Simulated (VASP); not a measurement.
# CuSb3 (Pm-3m) in VASP: notebook

CuSb3 is run at these levels: PBE; tasks: single point.

Program: VASP 6.6.1. These are calculated values, not measurements. Logs are shortened: lines on timing, memory, paths and dates and some standing lists are left out, and cuts for length are marked.

### 1 The cell of the first run

It takes space group Pm-3m (No. 221, cubic). Conventional cell: a = 4.550 Å, b = 4.550 Å, c = 4.550 Å, α = 90.00°, β = 90.00°, γ = 90.00°. Within 4.2 Å of Cu (site symmetry m-3m) lie 12 Sb at 3.22 Å. Within 4.2 Å of Sb (site symmetry 4/mmm) lie 4 Cu at 3.22 Å and 8 Sb at 3.22 Å.

### 2 Single point, PBE

Contents of INCAR:

```
SYSTEM = CuSb3
  ALGO = Normal
  EDIFF = 1E-6
  ENCUT = 520
  GGA = PE
  ISIF = 2
  ISMEAR = 0
  LASPH = .True.
  LCHARG = .False.
  LREAL = .False.
  LWAVE = .False.
  NBANDS = 21
  NELM = 60
  PREC = Accurate
  SIGMA = 0.1
```

Contents of KPOINTS:

```
k-points
0
Gamma
  4 4 4
  0 0 0
```

Contents of POSCAR:

```
CuSb3
1.0
    4.5499615279      0.0000000000      0.0000000000
    0.0000000000      4.5499615279      0.0000000000
    0.0000000000      0.0000000000      4.5499615279
Cu Sb
1 3
Direct
    0.0000000000      0.0000000000      0.0000000000
    0.0000000000      0.5000000000      0.5000000000
    0.5000000000      0.0000000000      0.5000000000
    0.5000000000      0.5000000000      0.0000000000
```

Potentials or basis: VASP PAW PBE potentials, release 64 (Cu, Sb).

Launch:

```console
$ cat potpaw_PBE.64/Cu/POTCAR potpaw_PBE.64/Sb/POTCAR > POTCAR
$ mpirun -np 1 vasp_std > vasp.out
```

OUTCAR:

```text
SYSTEM = CuSb3
   EDIFF = 1E-6
   ENCUT = 520
   GGA = PE
   ISIF = 2
   ISMEAR = 0
   LASPH = .True.
   LREAL = .False.
   NELM = 60
   PREC = Accurate

 ion  position               nearest neighbor table
   1  0.000  0.000  0.000-   2 3.22   3 3.22   4 3.22   2 3.22   3 3.22   2 3.22   4 3.22   2 3.22
                             3 3.22   4 3.22   3 3.22   4 3.22
   2  0.000  0.500  0.500-   1 3.22   3 3.22   4 3.22   1 3.22   4 3.22   1 3.22   3 3.22   1 3.22
                             3 3.22   4 3.22   4 3.22   3 3.22
   3  0.500  0.000  0.500-   1 3.22   2 3.22   4 3.22   1 3.22   4 3.22   2 3.22   4 3.22   4 3.22
                             1 3.22   2 3.22   1 3.22   2 3.22
   4  0.500  0.500  0.000-   1 3.22   2 3.22   3 3.22   2 3.22   3 3.22   1 3.22   3 3.22   3 3.22
                             1 3.22   2 3.22   2 3.22   1 3.22

  LATTYP: Found a simple cubic cell.
 ALAT       =     4.5499615279

  Lattice vectors:

 A1 = (   4.5499615279,   0.0000000000,   0.0000000000)
 A2 = (   0.0000000000,   4.5499615279,   0.0000000000)
 A3 = (   0.0000000000,   0.0000000000,   4.5499615279)

Analysis of symmetry for initial positions (statically):
=====================================================================
 Subroutine PRICEL returns:
 Original cell was already a primitive cell.

 Routine SETGRP: Setting up the symmetry group for a
 simple cubic supercell.

 Subroutine GETGRP returns: Found 48 space group operations
[... 9 lines left out ...]

 Routine SETGRP: Setting up the symmetry group for a
 simple cubic supercell.

 Subroutine GETGRP returns: Found 48 space group operations
[... 11 lines left out ...]
                                     Primitive cell

  volume of cell :      94.1940

  direct lattice vectors                    reciprocal lattice vectors
     4.549961528  0.000000000  0.000000000     0.219782078  0.000000000  0.000000000
     0.000000000  4.549961528  0.000000000     0.000000000  0.219782078  0.000000000
     0.000000000  0.000000000  4.549961528     0.000000000  0.000000000  0.219782078

  length of vectors
     4.549961528  4.549961528  4.549961528     0.219782078  0.219782078  0.219782078

  position of ions in fractional coordinates (direct lattice)
     0.000000000  0.000000000  0.000000000
     0.000000000  0.500000000  0.500000000
     0.500000000  0.000000000  0.500000000
     0.500000000  0.500000000  0.000000000

  ion indices of the primitive-cell ions
   primitive index   ion index
                 1           1
                 2           2
[... 56 lines left out ...]
   LASPH  =      T    aspherical Exc in radial PAW
   ENCUT  =  520.0 eV  38.22 Ry    6.18 a.u.   8.46  8.46  8.46*2*pi/ulx,y,z
   NELM   =     60;   NELMIN=  2; NELMDL= -5     # of ELM steps
   EDIFF  = 0.1E-05   stopping-criterion for ELM
   LREAL  =      F    real-space projection
   EDIFFG = 0.1E-04   stopping-criterion for IOM
   NSW    =      0    number of steps for IOM
   IBRION =     -1    ionic relax: 0-MD 1-quasi-New 2-CG
   NFREE  =      0    steps in history (QN), initial steepest desc. (CG)
   ISIF   =      2    stress and relaxation
   ISYM   =      2    0-nonsym 1-usesym 2-fastsym
   POTIM  = 0.5000    time-step for ionic-motion
   TEBEG  =    0.0;   TEEND  =   0.0 temperature during run
   PSTRESS=    0.0 pullay stress
   NELECT =      26.0000    total number of electrons
   NUPDOWN=      -1.0000    fix difference up-down
   EMIN   =  10.00;   EMAX   =-10.00  energy-range for DOS
   EFERMI =   0.00;   METHOD = LEGACY
   ISMEAR =     0;   SIGMA  =   0.10  broadening in eV -4-tet -1-fermi 0-gaus
   EFERMI_NEDOS =   21; number of points for ismear=-14 and -15
   IALGO  =     38    algorithm
   IMIX   =      4    mixing-type and parameters
     AMIX     =   0.40;   BMIX     =  1.00
     AMIX_MAG =   1.60;   BMIX_MAG =  1.00
  volume/ion in A,a.u.               =      23.55       158.91
  Fermi-wavevector in a.u.,A,eV,Ry     =   1.065921  2.014298 15.458761  1.136187
  Thomas-Fermi vector in A             =   2.201488
   LORBIT       =      0    0 simple, 1 ext, 2 COOP (PROOUT), +10 PAW based schemes
   GGA     = PE    functional components
   LHFCALC =     F    Hartree Fock is set to
   AEXX    =    0.0000 exact exchange contribution
   IVDW    =     0    specifies the selected vdW correction
   LEPSILON=     F    determine dielectric tensor
   LRPA    =     F    only Hartree local field effects (RPA)
 non-spin polarized calculation
 Gauss-broadening in eV      SIGMA  =   0.10
  energy-cutoff  :      520.00
  volume of cell :       94.19
 maximum number of plane-waves:      2560
 NGX is ok and might be reduce to    36
   NGX = 17   NGY = 17   NGZ = 17

 number of electron      25.9999992 magnetization

 Free energy of the ion-electron system (eV)
  ---------------------------------------------------
  ext. energy  EPLUGINS =         0.00000000
  ---------------------------------------------------
  free energy    TOTEN  =       -14.32943363 eV

  energy without entropy =      -14.31042732  energy(sigma->0) =      -14.31993048

 E-fermi :   8.4777     XC(G=0): -10.4722

 val. band max:        8.3584102925   @ k =   0.2500   0.2500   0.2500
 cond. band min:       8.4929635696   @ k =   0.2500   0.2500   0.0000
 fundamental gap:      0.1345532771
 Fermi energy:         8.4776679303

 k-point     1 :       0.0000    0.0000    0.0000
  band No.  band energies     occupation
      1      -4.6149      2.00000
      2       1.1052      2.00000
      3       1.1052      2.00000
      4       3.7620      2.00000
      5       3.7620      2.00000
      6       3.7620      2.00000
[... 229 lines left out ...]
     20      17.2709      0.00000
     21      17.2709      0.00000

------------------------ aborting loop because EDIFF is reached ----------------------------------------

  FORCE on cell =-STRESS in cart. coord.  units (eV):
  Direction    XX          YY          ZZ          XY          YZ          ZX
  --------------------------------------------------------------------------------------
  -------------------------------------------------------------------------------------
  Total        0.9928513      0.9928513      0.9928513      0.0000000      0.0000000     -0.0000000
  in kB       16.8877426     16.8877426     16.8877426      0.0000000      0.0000000     -0.0000000
  external PRESSURE =      16.8877426 kB  Pullay stress =       0.0000000 kB

 VOLUME and BASIS-vectors are now :
 -----------------------------------------------------------------------------
  energy-cutoff  :      520.00
  volume of cell :       94.19
      direct lattice vectors                 reciprocal lattice vectors
     4.549961528  0.000000000  0.000000000     0.219782078  0.000000000  0.000000000
     0.000000000  4.549961528  0.000000000     0.000000000  0.219782078  0.000000000
     0.000000000  0.000000000  4.549961528     0.000000000  0.000000000  0.219782078

 POSITION                                       TOTAL-FORCE (eV/Angst)
 -----------------------------------------------------------------------------------
      0.00000      0.00000      0.00000         0.000000      0.000000      0.000000
      0.00000      2.27498      2.27498         0.000000      0.000000      0.000000
      2.27498      0.00000      2.27498         0.000000      0.000000      0.000000
      2.27498      2.27498      0.00000         0.000000      0.000000      0.000000
 -----------------------------------------------------------------------------------
    total drift:                               -0.000000     -0.000000     -0.000000

  FREE ENERGIE OF THE ION-ELECTRON SYSTEM (eV)
  ---------------------------------------------------
  free  energy   TOTEN  =       -14.3294336304 eV

  energy  without entropy=      -14.3104273211  energy(sigma->0) =      -14.31993048
```

OSZICAR:

```text
N       E                     dE             d eps       ncg     rms          rms(c)
DAV:   1     0.144478482971E+03    0.14448E+03   -0.97023E+03   420   0.113E+03
DAV:   2    -0.518956027402E+01   -0.14967E+03   -0.14419E+03   430   0.243E+02
DAV:   3    -0.147444677000E+02   -0.95549E+01   -0.92203E+01   584   0.673E+01
DAV:   4    -0.150300098210E+02   -0.28554E+00   -0.28375E+00   455   0.970E+00
DAV:   5    -0.150414760672E+02   -0.11466E-01   -0.11462E-01   625   0.256E+00    0.922E+00
DAV:   6    -0.167453332558E+02   -0.17039E+01   -0.43739E+01   485   0.113E+02    0.896E+00
DAV:   7    -0.144872351557E+02    0.22581E+01   -0.60128E+00   528   0.542E+01    0.339E+00
DAV:   8    -0.146215893999E+02   -0.13435E+00   -0.37575E+00   517   0.463E+01    0.512E+00
DAV:   9    -0.143298989215E+02    0.29169E+00   -0.24959E+00   518   0.277E+01    0.869E-01
DAV:  10    -0.143313580720E+02   -0.14592E-02   -0.69874E-02   633   0.274E+00    0.430E-01
DAV:  11    -0.143305075174E+02    0.85055E-03   -0.14360E-03   587   0.473E-01    0.298E-01
DAV:  12    -0.143299188037E+02    0.58871E-03   -0.13632E-02   524   0.266E+00    0.169E-01
DAV:  13    -0.143295729007E+02    0.34590E-03   -0.13629E-03   597   0.659E-01    0.861E-02
DAV:  14    -0.143294822244E+02    0.90676E-04   -0.11465E-04   620   0.217E-01    0.539E-02
DAV:  15    -0.143294356567E+02    0.46568E-04   -0.11557E-04   539   0.228E-01    0.191E-02
DAV:  16    -0.143294334391E+02    0.22176E-05   -0.25505E-05   654   0.662E-02    0.942E-03
DAV:  17    -0.143294336304E+02   -0.19131E-06   -0.40487E-07   240   0.347E-03
   1 F= -.14329434E+02 E0= -.14319930E+02  d E =-.190063E-01
```

stdout:

```text
POSCAR found type information on POSCAR CuSb
 POSCAR found :  2 types and       4 ions
 scaLAPACK will be used
 LDA part: xc-table for (Slater+PW92), standard interpolation
 POSCAR, INCAR and KPOINTS ok, starting setup
 FFT: planning ... GRIDC
 FFT: planning ... GRID_SOFT
 FFT: planning ... GRID
 WAVECAR not read
 entering main loop
```

Run time: 19 s. Hardware: 1 thread of Intel Xeon Platinum 8488C (Sapphire Rapids), shared host; peak memory 0.2 GiB.

Results:

| Item | Value |
| --- | --- |
| Free energy | -14.3294 eV |
| Pressure | 1.7 GPa |
| Band gap on the k mesh | zero (band 13 reaches 9.32 eV, above the bottom of band 14 at 7.56 eV) |

Levels at points of the mesh, in eV from the Fermi level:
| k point | band 9 | band 10 | band 11 | band 12 | band 13 | band 14 | band 15 | band 16 | band 17 | band 18 |
| --- | --- | --- | --- | --- | --- | --- | --- | --- | --- | --- |
| (0.00, 0.00, 0.00) | -2.62 | -2.47 | -2.47 | -1.29 | 0.84 | 0.84 | 0.84 | 2.65 | 2.65 | 2.65 |
| (0.50, 0.00, 0.00) | -2.14 | -1.99 | -1.99 | -1.86 | -1.86 | -0.92 | -0.30 | 2.84 | 2.84 | 4.03 |
| (0.50, 0.50, 0.00) | -2.53 | -2.28 | -1.69 | -0.99 | -0.99 | -0.44 | -0.44 | 1.89 | 2.60 | 3.97 |
| (0.50, 0.50, 0.50) | -2.52 | -2.40 | -2.40 | -2.40 | -2.27 | 4.26 | 4.26 | 4.78 | 4.78 | 4.78 |

Caveat: spin-orbit coupling is left out, which moves the levels of the heavy elements.

### 3 Single point, PBE

This run uses another cell than the first one, of 24.22 Å³/atom, 1.028 times its volume.

Contents of INCAR:

```
SYSTEM = CuSb3
PREC = Accurate ; ENCUT = 520
EDIFF = 1E-6 ; ISMEAR = 0
SIGMA = 0.1 ; LREAL = .FALSE.
LASPH = .TRUE. ; NELM = 80
ALGO = Normal ; ISIF = 2
LWAVE = .FALSE. ; LCHARG = .FALSE.
GGA = PE ; NBANDS = 21
```

Contents of KPOINTS:

```
regular mesh
0
G
  10 10 10
  0 0 0
```

Contents of POSCAR:

```
CuSb3
1.0
    4.5927770281      0.0000000000      0.0000000000
    0.0000000000      4.5927770281      0.0000000000
    0.0000000000      0.0000000000      4.5927770281
Cu Sb
1 3
Direct
    0.0000000000      0.0000000000      0.0000000000
    0.0000000000      0.5000000000      0.5000000000
    0.5000000000      0.0000000000      0.5000000000
    0.5000000000      0.5000000000      0.0000000000
```

Potentials or basis: VASP PAW PBE potentials, release 64 (Cu, Sb).

Launch:

```console
$ cat potpaw_PBE.64/Cu/POTCAR potpaw_PBE.64/Sb/POTCAR > POTCAR
$ mpirun -np 1 vasp_std > vasp.out
```

Run time: 61 s. Hardware: 1 thread of Intel Xeon Platinum 8488C (Sapphire Rapids), shared host; peak memory 0.26 GiB.

It converged, with:

* Free energy: -14.5049 eV
* Pressure: 0.0 GPa
* Band gap on the k mesh: zero (band 13 reaches 8.90 eV, above the bottom of band 14 at 7.28 eV)

Levels at points of the mesh, in eV from the Fermi level:
| k point | band 11 | band 12 | band 13 | band 14 | band 15 | band 16 |
| --- | --- | --- | --- | --- | --- | --- |
| (0.00, 0.00, 0.00) | -2.31 | -1.11 | 0.89 | 0.89 | 0.89 | 2.73 |
| (0.50, 0.00, 0.00) | -1.83 | -1.70 | -1.70 | -0.73 | -0.21 | 2.86 |
| (0.50, 0.50, 0.00) | -1.49 | -0.92 | -0.92 | -0.34 | -0.34 | 1.95 |
| (0.50, 0.50, 0.50) | -2.25 | -2.25 | -2.08 | 4.25 | 4.25 | 4.67 |

Caveat: spin-orbit coupling is left out, which moves the levels of the heavy elements.
